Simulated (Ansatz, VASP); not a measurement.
## TeAs2: VASP beside Ansatz

The input INCAR:

```
SYSTEM = TeAs2
ALGO = Normal
EDIFF = 1E-6
ENCUT = 520
GGA = PS
ISIF = 2
ISMEAR = 0
LASPH = .True.
LCHARG = .False.
LREAL = .False.
LWAVE = .False.
NBANDS = 25
NELM = 100
PREC = Accurate
SIGMA = 0.1
```

KPOINTS

```
k-points
0
Gamma
  1 1 1
  0 0 0
```

The input POSCAR:

```
TeAs2
1.0
   -3.5564540000      3.5564540000      2.9405160000
    3.5564540000     -3.5564540000      2.9405160000
    3.5564540000      3.5564540000     -2.9405160000
Te As
2 4
Direct
    0.7500000000      0.2500000000      0.5000000000
    0.0000000000      0.0000000000      0.0000000000
    0.3750000000      0.6250000000      0.2500000000
    0.3750000000      0.1250000000      0.7500000000
    0.3750000000      0.6250000000      0.7500000000
    0.8750000000      0.6250000000      0.2500000000
```

Input for Ansatz:

```yaml
crystal:
  lattice:
    - [-3.556454, 3.556454, 2.940516]
    - [3.556454, -3.556454, 2.940516]
    - [3.556454, 3.556454, -2.940516]
  atoms:
    - { symbol: Te, position: [0.75, 0.25, 0.5] }
    - { symbol: Te, position: [0.0, 0.0, 0.0] }
    - { symbol: As, position: [0.375, 0.625, 0.25] }
    - { symbol: As, position: [0.375, 0.125, 0.75] }
    - { symbol: As, position: [0.375, 0.625, 0.75] }
    - { symbol: As, position: [0.875, 0.625, 0.25] }
basis:
  ecutwfc: 420
kpoints:
  mp_grid: { grid: [1, 1, 1] }
hamiltonian:
  xc: pbesol
scf:
  occupations: { method: gaussian, width: 0.1 }
output:
  forces: true
  stress: true
  eigenvalues: true
```

Alike in both runs: task single point; functional PBEsol; k mesh 1 × 1 × 1; occupations gaussian, width 0.1 eV; no spin polarisation.

```csv
,VASP,Ansatz
version,VASP 6.6.1,Ansatz 0.2.0
potentials or method,"VASP PAW PBE potentials, release 64 (Te, As), cutoff 520 eV","scalar-relativistic, plane waves, PAW"
valence electrons in the cell,32,92
```

Ansatz gave:

| Quantity | Value |
| --- | --- |
| gap on the k mesh at the Fermi level (eV) | 2.10 |
| least direct gap on the mesh (eV) | 2.10 |
| pressure (GPa) | -18.3 |
| traceless stress, the component that is largest in VASP (GPa) | -6.21 |

Task: What did VASP give for the same quantities?

Result: gap on the k mesh at the Fermi level (eV): 2.10; least direct gap on the mesh (eV): 2.10; pressure (GPa): -18.3; traceless stress, the component that is largest in VASP (GPa): -6.20.

VASP's potentials were made for PBE, not for PBEsol. The functional is the same, so the differences come from potentials, cutoffs and numerics. VASP's potentials hold 32 valence electrons a cell and Ansatz's 92, so a difference there can come from the potentials and not from the codes.

The k mesh is coarse, so the values compare programs but aren't converged. Spin-orbit coupling is off throughout.
